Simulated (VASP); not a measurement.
Crystal: AsSe2.

```
As Se
1.0
     3.95103    0.00000    0.00000
    -1.97552    3.42170    0.00000
     0.00000    0.00000    4.96935
As Se
1 2
Cartesian
  0.0000 0.0000 0.0000
  1.9755 1.1406 1.4978
  0.0000 2.2811 3.4716
```

The cell was generated, and may not be a known phase.

| Quantity | Value |
| --- | --- |
| Program | VASP 6.6.1 |
| Task | relaxation of cell and atoms |
| Functional | PBE |
| Potentials or basis | VASP PAW PBE potentials, release 64 (As, Se) |
| Cutoff | 600 eV |
| k mesh | 12 × 12 × 10 |
| Occupations | gaussian, width 0.1 eV |
| Spin | no spin polarisation |

At the start: pressure -0.1 GPa; volume 22.39 Å³/atom.

**Question.** Where does the relaxation end?

**Answer.** Over 44 steps the energy falls by 39.4 meV/atom and the volume is 25.32 Å³/atom (+13.0 %); space group P-3m1 (No. 164, to 0.1 Å) before and after.

The path:
```csv
step,energy change (eV),largest force (eV/Å),pressure (GPa),volume (Å³)
1,0.0000,0.0213,-0.08,67.18
3,-0.0031,0.0142,0.30,66.73
5,-0.0033,0.0304,0.44,66.56
7,-0.0042,0.0711,-0.09,67.03
9,-0.0045,0.0592,-0.05,67.01
11,-0.0056,0.0110,-0.03,67.19
13,-0.0057,0.0099,0.02,67.14
15,-0.0057,0.0009,0.17,66.96
17,-0.0058,0.0013,0.09,67.04
19,-0.0058,0.0162,-0.01,67.12
21,-0.0059,0.0152,-0.02,67.15
23,-0.0062,0.0138,-0.09,67.27
25,-0.0153,0.0418,-0.31,67.70
27,-0.0704,0.3235,0.25,68.74
29,-0.0732,0.2853,0.21,68.76
31,-0.0816,0.0108,0.78,69.21
33,-0.0855,0.0880,0.25,69.64
35,-0.0880,0.1371,-0.58,70.93
37,-0.0969,0.1117,-0.46,71.51
39,-0.1145,0.1505,0.71,74.03
41,-0.1180,0.0433,-0.26,76.63
43,-0.1183,0.0049,-0.04,75.98
44,-0.1183,0.0041,-0.01,75.95
```

Final structure:
```yaml
crystal:
  lattice:
    - [3.65072, 0.00000, 0.00000]
    - [-1.82536, 3.16161, 0.00000]
    - [0.00000, 0.00000, 6.57987]
  atoms:
    - { symbol: As, position: [0.00000, 0.00000, 0.00000] }
    - { symbol: Se, position: [0.66667, 0.33333, 0.23967] }
    - { symbol: Se, position: [0.33333, 0.66667, 0.76033] }
```

Caveat: a cell axis changed by over 15 % at a fixed basis, so the end point is rough; this functional lacks dispersion, which binds layers or chains, so the pressure and a relaxed spacing across them are unreliable.
